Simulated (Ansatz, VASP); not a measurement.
# Two plane-wave programs on SrTiO3

Contents of POSCAR:

```
SrTiO3
1.0
   -2.7589058476      2.7589058476      3.9136114100
    2.7589058476     -2.7589058476      3.9136114100
    2.7589058476      2.7589058476     -3.9136114100
Sr Ti O
2 2 6
Direct
    0.7500000000      0.2500000000      0.5000000000
    0.2500000000      0.7500000000      0.5000000000
    0.0000000000      0.0000000000      0.0000000000
    0.5000000000      0.5000000000      0.0000000000
    0.2330992722      0.7330992722      0.9661985445
    0.7330992722      0.7669007278      0.5000000000
    0.2669007278      0.2330992722      0.5000000000
    0.7500000000      0.7500000000      0.0000000000
    0.7669007278      0.2669007278      0.0338014555
    0.2500000000      0.2500000000      0.0000000000
```

The input INCAR.step1:

```
PREC = Accurate ; ENCUT = 520
ISMEAR = 0 ; SIGMA = 0.01
LREAL = F ; LASPH = T
NELM = 100 ; NBANDS = 51
GGA = PE ; ALGO = Normal
EDIFF = 1E-4 ; LWAVE = T
LCHARG = F
```

Contents of INCAR.step2:

```
PREC = Accurate ; ENCUT = 520
EDIFF = 1E-7 ; ISMEAR = 0
SIGMA = 0.01 ; LREAL = F
LASPH = T ; NELM = 100
ALGO = Normal ; ISIF = 2
LWAVE = F ; LCHARG = T
METAGGA = R2SCAN ; LMIXTAU = T
LELF = T ; LVHAR = T
NBANDS = 51 ; ISTART = 1
```

KPOINTS

```
Automatic mesh
0
Gamma
  6 6 6
```

Input for Ansatz:

```yaml
crystal:
  lattice:
    - [-2.7589058476, 2.7589058476, 3.91361141]
    - [2.7589058476, -2.7589058476, 3.91361141]
    - [2.7589058476, 2.7589058476, -3.91361141]
  atoms:
    - { symbol: Sr, position: [0.75, 0.25, 0.5] }
    - { symbol: Sr, position: [0.25, 0.75, 0.5] }
    - { symbol: Ti, position: [0.0, 0.0, 0.0] }
    - { symbol: Ti, position: [0.5, 0.5, 0.0] }
    - { symbol: O, position: [0.2330992722, 0.7330992722, 0.9661985445] }
    - { symbol: O, position: [0.7330992722, 0.7669007278, 0.5] }
    - { symbol: O, position: [0.2669007278, 0.2330992722, 0.5] }
    - { symbol: O, position: [0.75, 0.75, 0.0] }
    - { symbol: O, position: [0.7669007278, 0.2669007278, 0.0338014555] }
    - { symbol: O, position: [0.25, 0.25, 0.0] }
kpoints:
  mp_grid: { grid: [6, 6, 6] }
  band_path:
    path:
      - [0.0, 0.0, 0.0]
      - [0.0, 0.0, 0.5]
      - [0.25, 0.25, 0.25]
      - [0.0, 0.5, 0.0]
      - [0.5, 0.5, -0.5]
      - [0.3742391195, 0.6257608805, -0.3742391195]
      - [-0.3742391195, 0.3742391195, 0.3742391195]
      - [-0.2484782391, 0.2484782391, 0.5]
      - [0.5, 0.5, -0.2484782391]
      - [-0.005208, 0.005208, 0.0]
    npoints: 1
hamiltonian:
  xc: r2scan
scf:
  occupations: { method: fixed }
  n_extra_bands: 6
output:
  forces: true
  stress: true
  eigenvalues: true
  write_density: true
  write_potential: true
  elf: true
  volumetric_format: npy
```

Alike in both runs: task single point; functional r2SCAN; k mesh 6 × 6 × 6; no spin polarisation.

|  | VASP | Ansatz |
| --- | --- | --- |
| version | VASP 6.6.1 | Ansatz 0.2.0 |
| potentials or method | VASP PAW PBE potentials, release 64 (Sr_sv, Ti_sv, O) | plane waves, PAW |
| plane-wave cutoff (eV) | 520 | 500 |
| occupations | gaussian, width 0.01 eV | fixed |
| valence electrons in the cell | 80 | 80 |

|  | VASP | Ansatz | Ansatz less VASP |
| --- | --- | --- | --- |
| gap on the k mesh at the Fermi level (eV) | 2.32 | 2.31 | -0.012 |
| pressure (GPa) | 0.9 | 0.0 | -0.93 |

VASP's potentials were made for PBE, not for r2SCAN.
